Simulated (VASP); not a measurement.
# TiC (NiAs type) (P6_3/mmc) in VASP: notebook

Runs on TiC (NiAs type). Level: PBE. Tasks: single point, relaxation of cell and atoms.

Everything below comes from runs of VASP 6.6.1. Logs are shortened: lines on timing, memory, paths and dates and some standing lists are left out, and cuts for length are marked.

### 1 The cell of the first run

Symmetry: P6_3/mmc, No. 194, hexagonal system. Conventional cell: a = 2.865 Å, b = 2.865 Å, c = 5.157 Å, α = 90.00°, β = 90.00°, γ = 120.00°. Within 2.8 Å of Ti (site symmetry -3m) lie 6 C at 2.10 Å and 2 Ti at 2.58 Å. C (site symmetry -6m2) has 6 Ti at 2.10 Å within 2.8 Å.

### 2 Single point, PBE

Input file INCAR:

```
SYSTEM = TiC
PREC = Accurate
ENCUT = 520
EDIFF = 1E-6
ISMEAR = -1
SIGMA = 0.08
LREAL = .FALSE.
LASPH = .TRUE.
NELM = 80
ALGO = Normal
ISIF = 2
LWAVE = .FALSE.
LCHARG = .TRUE.
GGA = PE
LELF = .TRUE.
LVHAR = .TRUE.
NBANDS = 24
```

Input file KPOINTS:

```
Automatic mesh
0
G
  11 11 6
  0 0 0
```

Input file POSCAR:

```
TiC
1.0
    2.8645160470      0.0000000000      0.0000000000
   -1.4322580235      2.4807436663      0.0000000000
    0.0000000000      0.0000000000      5.1574962601
Ti C
2 2
Direct
    0.0000000000      0.0000000000      0.0000000000
    0.0000000000      0.0000000000      0.5000000000
    0.3333333333      0.6666666667      0.2500000000
    0.6666666667      0.3333333333      0.7500000000
```

Potentials or basis: VASP PAW PBE potentials, release 64 (Ti_sv, C).

Command:

```
cat potpaw_PBE.64/Ti_sv/POTCAR potpaw_PBE.64/C/POTCAR > POTCAR
mpirun -np 1 vasp_std > vasp.out
```

OUTCAR:

```text
SYSTEM = TiC
   PREC = Accurate
   ENCUT = 520
   EDIFF = 1E-6
   ISMEAR = -1
   LREAL = .FALSE.
   LASPH = .TRUE.
   NELM = 80
   ISIF = 2
   GGA = PE

 ion  position               nearest neighbor table
   1  0.000  0.000  0.000-   3 2.10   4 2.10   4 2.10   3 2.10   4 2.10   3 2.10   2 2.58   2 2.58

   2  0.000  0.000  0.500-   3 2.10   4 2.10   4 2.10   3 2.10   4 2.10   3 2.10   1 2.58   1 2.58

   3  0.333  0.667  0.250-   1 2.10   2 2.10   1 2.10   2 2.10   1 2.10   2 2.10
   4  0.667  0.333  0.750-   1 2.10   2 2.10   1 2.10   2 2.10   1 2.10   2 2.10

  LATTYP: Found a hexagonal cell.
 ALAT       =     2.8645160470
 C/A-ratio  =     1.8004773496

  Lattice vectors:

 A1 = (   2.8645160470,   0.0000000000,   0.0000000000)
 A2 = (  -1.4322580235,   2.4807436663,   0.0000000000)
 A3 = (   0.0000000000,   0.0000000000,   5.1574962601)

Analysis of symmetry for initial positions (statically):
=====================================================================
 Subroutine PRICEL returns:
 Original cell was already a primitive cell.

 Routine SETGRP: Setting up the symmetry group for a
 hexagonal supercell.

 Subroutine GETGRP returns: Found 24 space group operations
 (whereof 12 operations were pure point group operations)
 out of a pool of 24 trial point group operations.

The static configuration has the point symmetry D_3d.
 The point group associated with its full space group is D_6h.

Analysis of symmetry for dynamics (positions and initial velocities):
=====================================================================
 Subroutine PRICEL returns:
 Original cell was already a primitive cell.

 Routine SETGRP: Setting up the symmetry group for a
 hexagonal supercell.

 Subroutine GETGRP returns: Found 24 space group operations
 (whereof 12 operations were pure point group operations)
 out of a pool of 24 trial point group operations.

The dynamic configuration has the point symmetry D_3d.
 The point group associated with its full space group is D_6h.

 Subroutine INISYM returns: Found 24 space group operations
 (whereof 12 operations are pure point group operations),
 and found     1 'primitive' translations

----------------------------------------------------------------------------------------

                                     Primitive cell
[... 92 lines left out ...]
   LASPH  =      T    aspherical Exc in radial PAW
   ENCUT  =  520.0 eV  38.22 Ry    6.18 a.u.   5.33  5.33  9.59*2*pi/ulx,y,z
   NELM   =     80;   NELMIN=  2; NELMDL= -5     # of ELM steps
   EDIFF  = 0.1E-05   stopping-criterion for ELM
   LREAL  =      F    real-space projection
   EDIFFG = 0.1E-04   stopping-criterion for IOM
   NSW    =      0    number of steps for IOM
   IBRION =     -1    ionic relax: 0-MD 1-quasi-New 2-CG
   NFREE  =      0    steps in history (QN), initial steepest desc. (CG)
   ISIF   =      2    stress and relaxation
   ISYM   =      2    0-nonsym 1-usesym 2-fastsym
   POTIM  = 0.5000    time-step for ionic-motion
   TEBEG  =    0.0;   TEEND  =   0.0 temperature during run
   PSTRESS=    0.0 pullay stress
   NELECT =      32.0000    total number of electrons
   NUPDOWN=      -1.0000    fix difference up-down
   EMIN   =  10.00;   EMAX   =-10.00  energy-range for DOS
   EFERMI =   0.00;   METHOD = LEGACY
   ISMEAR =    -1;   SIGMA  =   0.08  broadening in eV -4-tet -1-fermi 0-gaus
   EFERMI_NEDOS =   21; number of points for ismear=-14 and -15
   IALGO  =     38    algorithm
   IMIX   =      4    mixing-type and parameters
     AMIX     =   0.40;   BMIX     =  1.00
     AMIX_MAG =   1.60;   BMIX_MAG =  1.00
  volume/ion in A,a.u.               =       9.16        61.83
  Fermi-wavevector in a.u.,A,eV,Ry     =   1.564711  2.956875 33.311422  2.448320
  Thomas-Fermi vector in A             =   2.667294
   LORBIT       =      0    0 simple, 1 ext, 2 COOP (PROOUT), +10 PAW based schemes
   GGA     = PE    functional components
   LHFCALC =     F    Hartree Fock is set to
   AEXX    =    0.0000 exact exchange contribution
   IVDW    =     0    specifies the selected vdW correction
   LEPSILON=     F    determine dielectric tensor
   LRPA    =     F    only Hartree local field effects (RPA)
 non-spin polarized calculation
  energy-cutoff  :      520.00
  volume of cell :       36.65
 maximum number of plane-waves:      1002
 NGX is ok and might be reduce to    24
   NGX = 11   NGY = 11   NGZ = 19

 number of electron      32.0000005 magnetization

 Free energy of the ion-electron system (eV)
  ---------------------------------------------------
  ext. energy  EPLUGINS =         0.00000000
  ---------------------------------------------------
  free energy    TOTEN  =       -34.77403761 eV

  energy without entropy =      -34.75537299  energy(sigma->0) =      -34.76470530

 E-fermi :  10.4959     XC(G=0): -13.1928

 val. band max:       10.4778035206   @ k =   0.4545  -0.0000   0.3333
 cond. band min:      10.5041977518   @ k =   0.1818   0.0909   0.0000
 fundamental gap:      0.0263942313
 Fermi energy:        10.4959430925

 k-point     1 :       0.0000    0.0000    0.0000
  band No.  band energies     occupation
      1     -45.6851      2.00000
      2     -45.5154      2.00000
      3     -22.4971      2.00000
      4     -21.6679      2.00000
      5     -21.6679      2.00000
      6     -21.5436      2.00000
[... 637 lines left out ...]
     23      15.9864      0.00000
     24      16.9101      0.00000

 [... further k-points ...]

------------------------ aborting loop because EDIFF is reached ----------------------------------------

  FORCE on cell =-STRESS in cart. coord.  units (eV):
  Direction    XX          YY          ZZ          XY          YZ          ZX
  --------------------------------------------------------------------------------------
  -------------------------------------------------------------------------------------
  Total       11.6408685     11.6408685     11.6304735      0.0000000      0.0000000      0.0000000
  in kB      508.8899720    508.8899721    508.4355448      0.0000000      0.0000000      0.0000000
  external PRESSURE =     508.7384963 kB  Pullay stress =       0.0000000 kB

 VOLUME and BASIS-vectors are now :
 -----------------------------------------------------------------------------
  energy-cutoff  :      520.00
  volume of cell :       36.65
      direct lattice vectors                 reciprocal lattice vectors
     2.864516047  0.000000000  0.000000000     0.349099109  0.201552465  0.000000000
    -1.432258023  2.480743666  0.000000000     0.000000000  0.403104929  0.000000000
     0.000000000  0.000000000  5.157496260     0.000000000  0.000000000  0.193892530

 POSITION                                       TOTAL-FORCE (eV/Angst)
 -----------------------------------------------------------------------------------
      0.00000      0.00000      0.00000         0.000000      0.000000     -0.000000
      0.00000      0.00000      2.57875         0.000000      0.000000     -0.000000
     -0.00000      1.65383      1.28937        -0.000000      0.000000      0.000000
      1.43226      0.82691      3.86812         0.000000     -0.000000     -0.000000
 -----------------------------------------------------------------------------------
    total drift:                               -0.000000      0.000000      0.000000

  FREE ENERGIE OF THE ION-ELECTRON SYSTEM (eV)
  ---------------------------------------------------
  free  energy   TOTEN  =       -34.7740376094 eV

  energy  without entropy=      -34.7553729930  energy(sigma->0) =      -34.76470530
```

OSZICAR:

```text
N       E                     dE             d eps       ncg     rms          rms(c)
DAV:   1     0.349724856044E+03    0.34972E+03   -0.15627E+04  3072   0.166E+03
DAV:   2    -0.579081514810E+01   -0.35552E+03   -0.33657E+03  3304   0.472E+02
DAV:   3    -0.434238739225E+02   -0.37633E+02   -0.36409E+02  4912   0.138E+02
DAV:   4    -0.455055502421E+02   -0.20817E+01   -0.20767E+01  3824   0.288E+01
DAV:   5    -0.455786405269E+02   -0.73090E-01   -0.73085E-01  4440   0.509E+00    0.288E+01
DAV:   6    -0.355883792688E+02    0.99903E+01   -0.59247E+01  3720   0.730E+01    0.949E+00
DAV:   7    -0.347311611874E+02    0.85722E+00   -0.11197E+01  3600   0.307E+01    0.874E+00
DAV:   8    -0.347398452591E+02   -0.86841E-02   -0.37432E-01  3816   0.479E+00    0.562E+00
DAV:   9    -0.347769341827E+02   -0.37089E-01   -0.30883E-01  4104   0.491E+00    0.105E+00
DAV:  10    -0.347751872611E+02    0.17469E-02   -0.62475E-02  3912   0.256E+00    0.289E-01
DAV:  11    -0.347740273612E+02    0.11599E-02   -0.71029E-03  3928   0.724E-01    0.611E-02
DAV:  12    -0.347740497457E+02   -0.22385E-04   -0.43312E-04  3632   0.178E-01    0.213E-02
DAV:  13    -0.347740424101E+02    0.73356E-05   -0.34471E-05  3952   0.478E-02    0.175E-02
DAV:  14    -0.347740374802E+02    0.49300E-05   -0.20517E-05  3896   0.452E-02    0.372E-03
DAV:  15    -0.347740376094E+02   -0.12924E-06   -0.13917E-06  2544   0.122E-02
   1 F= -.34774038E+02 E0= -.34764705E+02  d E =-.186646E-01
```

stdout:

```text
POSCAR found type information on POSCAR TiC
 POSCAR found :  2 types and       4 ions
 scaLAPACK will be used
 LDA part: xc-table for (Slater+PW92), standard interpolation
 POSCAR, INCAR and KPOINTS ok, starting setup
 FFT: planning ... GRIDC
 FFT: planning ... GRID_SOFT
 FFT: planning ... GRID
 WAVECAR not read
 entering main loop
```

Run time: 24 s. Hardware: 1 thread of Intel Xeon 6975P-C (Granite Rapids), shared host; peak memory 0.19 GiB.

Results:

```
Free energy            : -34.7740 eV
Pressure               : 50.9 GPa
Band gap on the k mesh : zero (band 16 reaches 11.86 eV, above the bottom of band 17 at 10.42 eV)
```

### 3 Single point, PBE

Input file INCAR:

```
SYSTEM = TiC
PREC = Accurate
ENCUT = 520
EDIFF = 1E-7
ISMEAR = -1
SIGMA = 0.08
LREAL = .False.
LASPH = .True.
NELM = 80
ALGO = Normal
ISIF = 2
LWAVE = .False.
LCHARG = .False.
GGA = PE
NBANDS = 24
```

Input file KPOINTS:

```
regular mesh
0
Gamma
  11 11 6
  0 0 0
```

POSCAR: that of step 2 with these lines changed.

```diff
@@ -3,3 +3,3 @@
     2.8645160470      0.0000000000      0.0000000000
-   -1.4322580235      2.4807436663      0.0000000000
+   -1.4322580236      2.4807436663      0.0000000000
     0.0000000000      0.0000000000      5.1574962601
```

Potentials or basis: VASP PAW PBE potentials, release 64 (Ti_sv, C).

Command:

```
cat potpaw_PBE.64/Ti_sv/POTCAR potpaw_PBE.64/C/POTCAR > POTCAR
mpirun -np 1 vasp_std > vasp.out
```

OUTCAR:

```text
SYSTEM = TiC
   PREC = Accurate
   ENCUT = 520
   EDIFF = 1E-7
   ISMEAR = -1
   LREAL = .False.
   LASPH = .True.
   NELM = 80
   ISIF = 2
   GGA = PE

 ion  position               nearest neighbor table
   1  0.000  0.000  0.000-   3 2.10   4 2.10   4 2.10   3 2.10   4 2.10   3 2.10   2 2.58   2 2.58

   2  0.000  0.000  0.500-   3 2.10   4 2.10   4 2.10   3 2.10   4 2.10   3 2.10   1 2.58   1 2.58

   3  0.333  0.667  0.250-   1 2.10   2 2.10   1 2.10   2 2.10   1 2.10   2 2.10
   4  0.667  0.333  0.750-   1 2.10   2 2.10   1 2.10   2 2.10   1 2.10   2 2.10

[... 851 lines left out ...]
  --------------------------------------------------------------------------------------
  -------------------------------------------------------------------------------------
  Total       11.6455642     11.6455642     11.6347465     -0.0000000      0.0000000      0.0000000
  in kB      509.0952506    509.0952506    508.6223436     -0.0000000      0.0000000      0.0000000
  external PRESSURE =     508.9376149 kB  Pullay stress =       0.0000000 kB

 VOLUME and BASIS-vectors are now :
 -----------------------------------------------------------------------------
  energy-cutoff  :      520.00
  volume of cell :       36.65
      direct lattice vectors                 reciprocal lattice vectors
     2.864516047  0.000000000  0.000000000     0.349099109  0.201552465  0.000000000
    -1.432258024  2.480743666  0.000000000     0.000000000  0.403104929  0.000000000
     0.000000000  0.000000000  5.157496260     0.000000000  0.000000000  0.193892530

 POSITION                                       TOTAL-FORCE (eV/Angst)
 -----------------------------------------------------------------------------------
      0.00000      0.00000      0.00000         0.000000      0.000000      0.000000
      0.00000      0.00000      2.57875         0.000000      0.000000      0.000000
     -0.00000      1.65383      1.28937         0.000000     -0.000000     -0.000000
      1.43226      0.82691      3.86812        -0.000000     -0.000000      0.000000
 -----------------------------------------------------------------------------------
    total drift:                               -0.000000      0.000000      0.000000

  FREE ENERGIE OF THE ION-ELECTRON SYSTEM (eV)
  ---------------------------------------------------
  free  energy   TOTEN  =       -34.7740376782 eV

  energy  without entropy=      -34.7553733619  energy(sigma->0) =      -34.76470552
```

stdout:

```text
POSCAR found type information on POSCAR TiC
 POSCAR found :  2 types and       4 ions
 scaLAPACK will be used
 LDA part: xc-table for (Slater+PW92), standard interpolation
 POSCAR, INCAR and KPOINTS ok, starting setup
 FFT: planning ... GRIDC
 FFT: planning ... GRID_SOFT
 FFT: planning ... GRID
 WAVECAR not read
 entering main loop
```

It took 24 s on 1 thread of Intel Xeon 6975P-C (Granite Rapids), shared host; peak memory 0.18 GiB.

Results:

| Item | Value |
| --- | --- |
| Free energy | -34.7740 eV |
| Pressure | 50.9 GPa |
| Band gap on the k mesh | zero (band 16 reaches 11.86 eV, above the bottom of band 17 at 10.42 eV) |

Levels at points of the mesh, in eV from the Fermi level:
| k point | band 12 | band 13 | band 14 | band 15 | band 16 | band 17 | band 18 | band 19 | band 20 | band 21 |
| --- | --- | --- | --- | --- | --- | --- | --- | --- | --- | --- |
| (0.00, 0.00, 0.00) | -2.43 | -2.43 | -1.35 | 1.37 | 1.37 | 1.43 | 1.45 | 1.45 | 2.45 | 2.45 |
| (0.00, 0.00, 0.50) | -3.11 | -1.23 | -1.23 | -1.23 | -1.23 | 2.29 | 2.29 | 2.29 | 2.29 | 2.98 |

### 4 Relaxation of cell and atoms, PBE, target pressure 51 GPa, at which the enthalpy is minimised

This run uses another cell than the first one, of 8.74 Å³/atom, 0.954 times its volume.

Input file INCAR:

```
SYSTEM = TiC
ALGO = Normal ; EDIFF = 1E-7
EDIFFG = -0.005 ; ENCUT = 600
GGA = PE ; IBRION = 2
ISIF = 3 ; ISMEAR = -1
LASPH = .True. ; LCHARG = .False.
LREAL = .False. ; LWAVE = .False.
NELM = 80 ; NSW = 60
PREC = Accurate ; PSTRESS = 510.0
SIGMA = 0.08
```

Input file KPOINTS:

```
k-points
0
Gamma
  11 11 6
  0 0 0
```

Input file POSCAR:

```
TiC
1.0
    2.9646152041      0.0000000000      0.0000000000
   -1.4823076021      2.5674320792      0.0000000000
    0.0000000000      0.0000000000      4.5951535664
Ti C
2 2
Direct
    0.0000000000      0.0000000000      0.0000000000
    0.0000000000      0.0000000000      0.5000000000
    0.3333333333      0.6666666667      0.2500000000
    0.6666666667      0.3333333333      0.7500000000
```

Command:

```
cat potpaw_PBE.64/Ti_sv/POTCAR potpaw_PBE.64/C/POTCAR > POTCAR
mpirun -np 1 vasp_std > vasp.out
```

Run time: 2.4 min. Hardware: 1 thread of Intel Xeon 6975P-C (Granite Rapids), shared host; peak memory 0.2 GiB.

Results (log left out):

| Quantity | Value |
| --- | --- |
| Free energy | -34.7692 eV |
| Relaxed volume | 9.16 Å³/atom |
| Relaxed cell | a = 2.864 Å, b = 2.864 Å, c = 5.157 Å, α = 90.00°, β = 90.00°, γ = 120.00° |
| Space group after relaxing (to 0.05 Å) | P6_3/mmc (No. 194) |
| Energy change on relaxing (the enthalpy is what falls) | -435.6 meV/atom |
| Ionic steps | 10 |
| Pressure after relaxing | 50.9 GPa |
| Band gap on the k mesh | zero (band 16 reaches 11.87 eV, above the bottom of band 17 at 10.42 eV) |

Step by step:
| step | energy change (eV) | largest force (eV/Å) | pressure (GPa) | volume (Å³) |
| --- | --- | --- | --- | --- |
| 1 | 0.0000 | 0.0000 | 78.66 | 34.98 |
| 2 | -2.2326 | 0.0000 | 1.27 | 42.40 |
| 3 | -2.2070 | 0.0000 | 32.56 | 38.59 |
| 4 | -2.1393 | 0.0000 | 34.98 | 38.36 |
| 5 | -0.9348 | 0.0000 | 72.72 | 34.75 |
| 6 | -1.7581 | 0.0000 | 50.40 | 36.69 |
| 7 | -1.7474 | 0.0000 | 50.75 | 36.65 |
| 8 | -1.7365 | 0.0000 | 51.10 | 36.62 |
| 9 | -1.7442 | 0.0000 | 50.91 | 36.64 |
| 10 | -1.7425 | 0.0000 | 50.93 | 36.64 |

Final structure:
```cif
data_structure
_symmetry_space_group_name_H-M 'P 1'
_symmetry_Int_Tables_number 1
_cell_length_a 2.8641
_cell_length_b 2.8641
_cell_length_c 5.1570
_cell_angle_alpha 90.000
_cell_angle_beta 90.000
_cell_angle_gamma 120.000
_cell_volume 36.64
loop_
_atom_site_label
_atom_site_type_symbol
_atom_site_fract_x
_atom_site_fract_y
_atom_site_fract_z
_atom_site_occupancy
Ti1 Ti 0.00000 0.00000 0.00000 1
Ti2 Ti 0.00000 0.00000 0.50000 1
C1 C 0.33333 0.66667 0.25000 1
C2 C 0.66667 0.33333 0.75000 1
```

Levels at points of the mesh, in eV from the Fermi level:
| k point | band 14 | band 15 | band 16 | band 17 | band 18 | band 19 |
| --- | --- | --- | --- | --- | --- | --- |
| (0.00, 0.00, 0.00) | -1.35 | 1.37 | 1.37 | 1.43 | 1.45 | 1.45 |
| (0.00, 0.00, 0.50) | -1.23 | -1.23 | -1.23 | 2.29 | 2.29 | 2.29 |

Caveat: the cell is relaxed towards a set pressure, so the enthalpy falls and the energy may rise.
